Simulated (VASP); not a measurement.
The system is TaVN2.

```
Ta V N
1.0
     3.04987    0.00000    0.00000
     0.00000    3.04987    0.00000
     0.00000    0.00000    4.29606
Ta V N
1 1 2
Direct
  0.00000 0.00000 0.00000
  0.50000 0.50000 0.50000
  0.50000 0.50000 0.00000
  0.00000 0.00000 0.50000
```

Base run:

- Program: VASP 6.6.1
- Functional: PBEsol
- Potentials or basis: VASP PAW PBE potentials, release 64 (Ta_sv_GW, V_sv, N)
- Cutoff: 600 eV
- k mesh: 7 × 7 × 5
- Occupations: fermi-dirac, width 0.05 eV
- Spin: collinear spin, ferromagnetic start
- Starting moments: [0.0, 2.0, 0.0, 0.0] μB
- Fixed moment: 2 μB

Its results: pressure -6.4 GPa; site moments Ta +0.12; V +1.62; N +0.04 μB.

Question: The run is repeated on the same cell with these changes: fixed moment from 2 μB to 2.5 μB; moments at the start from [0.0, 2.0, 0.0, 0.0] to [0.0, 2.5, 0.0, 0.0]. What comes out?

Answer: Pressure -3.6 GPa; site moments Ta +0.26; V +1.88; N +0.05 μB.

Caveats: the PAW data sets were made with another functional, which shifts forces and pressure a little; the total moment is fixed, so each spin has its own Fermi level.
